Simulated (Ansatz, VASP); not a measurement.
This is a calculation of Ge for Ansatz 0.2.0.

The input input.yaml:

```yaml
crystal:
  lattice:
    - [-1.60842, 1.60842, 1.87318]
    - [1.60842, -1.60842, 1.87318]
    - [1.60842, 1.60842, -1.87318]
  atoms:
    - { symbol: Ge, position: [0.5, 0.5, 0.0] }
kpoints:
  mp_grid: { grid: [7, 7, 7] }
scf:
  occupations: { method: fermi_dirac, width: 0.04 }
hamiltonian:
  xc: pbe
  pseudopotentials: { kind: all_electron, lapw: { basis_error: 0.002 } }
output:
  forces: true
  stress: true
  eigenvalues: true
```

Potentials or basis: all-electron LAPW, scalar-relativistic.

Command:

```sh
$ ansatz run input.yaml --threads 1 --pin off --max-ram 3072MiB --backend cpu --events-out ev --progress --plain --runs-dir out
```

Problem. Translate it to VASP 6.6.1. Potentials there: VASP PAW PBE potentials, release 64 (Ge_d).

Solution. As run (the cutoff follows the program's own potentials):

The input INCAR:

```
PREC = Accurate ; ENCUT = 500
EDIFF = 1E-6 ; ISMEAR = -1
SIGMA = 0.04 ; LREAL = False
LASPH = True ; NELM = 120
ALGO = Normal ; ISIF = 2
LWAVE = False ; LCHARG = False
GGA = PE ; NBANDS = 13
GGA_COMPAT = False
```

Contents of KPOINTS:

```
regular mesh
0
Gamma
  7 7 7
```

POSCAR

```
Ge
1.0
   -1.6084200000      1.6084200000      1.8731800000
    1.6084200000     -1.6084200000      1.8731800000
    1.6084200000      1.6084200000     -1.8731800000
Ge
1
Direct
    0.5000000000      0.5000000000      0.0000000000
```

Potentials or basis: VASP PAW PBE potentials, release 64 (Ge_d).

Launch:

```sh
$ cat potpaw_PBE.64/Ge_d/POTCAR > POTCAR
$ mpirun -np 1 vasp_std > vasp.out
```

Both were run:

|  | VASP | Ansatz | Ansatz less VASP |
| --- | --- | --- | --- |
| gap on the k mesh at the Fermi level (eV) | none | none | - |
| pressure (GPa) | 0.6 | 0.8 | +0.20 |
| traceless stress, the component that is largest in VASP (GPa) | -2.62 | -2.62 | -0.009 |

A gap of «none» marks a metal or a gap that the smearing closes. Ansatz ran all-electron here, and VASP with PAW potentials.

The k mesh is coarse, so the values compare programs but aren't converged. Noted on Ansatz's run: the k mesh is thin for a metal, which can move the energy by tens of meV per atom.
